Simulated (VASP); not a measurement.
Write the native input for VASP 6.6.1 that does the following.

* Task: single point
* Functional: LDA
* Potentials or basis: VASP PAW LDA potentials, release 64 (Ag, I)
* Cutoff: 500 eV
* k mesh: 6 × 6 × 4
* Occupations: gaussian, width 0.01 eV
* Spin: no spin polarisation
* Dipole correction: no
* Further INCAR settings: ALGO = Normal; EDIFF = 1e-06; NBANDS = 26

The structure of AgI lies in POSCAR:

```
AgI
1.0
    4.4625647430      0.0000000000      0.0000000000
   -2.2312823715      3.8646944334      0.0000000000
    0.0000000000      0.0000000000      7.3876404086
Ag I
2 2
Direct
    0.6666666667      0.3333333333      0.6293111479
    0.3333333333      0.6666666667      0.1293111479
    0.6666666667      0.3333333333      0.0006888521
    0.3333333333      0.6666666667      0.5006888521
```

This cell differs from its parent crystal: in-plane strain -0.005, then relaxed in part.

The input as run:

INCAR

```
SYSTEM = AgI
PREC     = Accurate       ! precision mode
ENCUT    = 500            ! plane-wave cutoff, eV
EDIFF    = 1E-6           ! SCF threshold, eV
ISMEAR   = 0              ! smearing method
SIGMA    = 0.01           ! smearing width, eV
LREAL    = .False.        ! projectors in reciprocal space
LASPH    = .True.         ! aspherical terms in the spheres
NELM     = 120            ! most SCF steps
ALGO     = Normal         ! electronic algorithm
ISIF     = 2              ! what is computed and relaxed
LWAVE    = .False.        ! write WAVECAR
LCHARG   = .True.         ! write CHGCAR
GGA      = CA             ! functional
LELF     = .True.         ! ELF
LVHAR    = .True.       
NBANDS   = 26             ! bands
GGA_COMPAT= .False.
```

KPOINTS

```
regular mesh
0
Gamma
  6 6 4
  0 0 0
```

Potentials or basis: VASP PAW LDA potentials, release 64 (Ag, I).

Command:

```console
$ cat potpaw_LDA.64/Ag/POTCAR potpaw_LDA.64/I/POTCAR > POTCAR
$ mpirun -np 1 vasp_std > vasp.out
```

Results of the run:

```
Pressure               : 0.2 GPa
Band gap on the k mesh : 1.12 eV
```

Caveat: the cell differs from its parent crystal (in-plane strain -0.005, then relaxed in part); spin-orbit coupling is left out, which moves the levels of the heavy elements.

Wall time 26 s on 1 thread of Intel(R) Xeon(R) 6975P-C (Granite Rapids), on a shared host, peak memory 0.23 GiB.
